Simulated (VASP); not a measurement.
Write the native input for VASP 6.6.1 that does the following.

* Task: single point
* Functional: LDA
* Potentials or basis: VASP PAW LDA potentials, release 64 (Co, O)
* Cutoff: 600 eV
* k mesh: 13 × 13 × 13
* Occupations: methfessel-paxton, width 0.15 eV
* Spin: collinear spin, ferromagnetic start
* Starting moments: [2.5, 0.0] μB
* Hubbard terms: Co d U = 6.0 eV
* Dipole correction: no
* Further INCAR settings: ALGO = Normal; EDIFF = 1e-06; NBANDS = 18

The structure of CoO lies in POSCAR:

```
CoO
1.0
   -1.5080000000      1.5080000000      2.1072475000
    1.5080000000     -1.5080000000      2.1072475000
    1.5080000000      1.5080000000     -2.1072475000
Co O
1 1
Direct
    0.0000000000      0.0000000000      0.0000000000
    0.5000000000      0.5000000000      0.0000000000
```

These files were run (other wordings do the same):

INCAR

```
  PREC = Accurate
  ENCUT = 600
  EDIFF = 1E-6
  ISMEAR = 1
  SIGMA = 0.15
  LREAL = F
  LASPH = T
  NELM = 200
  ALGO = Normal
  ISIF = 2
  LWAVE = F
  LCHARG = F
  ISPIN = 2
  MAGMOM = 2.5 0
  LORBIT = 11
  LMAXMIX = 4
  LDAU = T
  LDAUTYPE = 2
  LDAUL = 2 -1
  LDAUU = 6 0
  LDAUJ = 0 0
  LDAUPRINT = 1
  NBANDS = 18
  GGA_COMPAT = F
```

KPOINTS

```
Automatic mesh
0
Gamma
  13 13 13
```

Potentials or basis: VASP PAW LDA potentials, release 64 (Co, O).

Launch:

```bash
$ cat potpaw_LDA.64/Co/POTCAR potpaw_LDA.64/O/POTCAR > POTCAR
$ mpirun -np 1 vasp_std > vasp.out
```

Results of the run:

```yaml
Pressure: -18.3 GPa
Band_gap_on_the_k_mesh: zero (filled and empty bands overlap)
Net_moment: 3.00 μB per cell
Site_moments: Co +2.80; O +0.20 μB
Valence_electrons_inside_the_program's_atomic_spheres: Co 7.86; O 4.97
```

Caveat: the stress differs along the axes, from -23 to -16 GPa; a cell with one magnetic atom can't hold antiferromagnetic order, which such compounds often take.

Run time: 44 s on 1 thread of Intel(R) Xeon(R) 6975P-C (Granite Rapids), with other jobs on the host, peak memory 0.23 GiB.
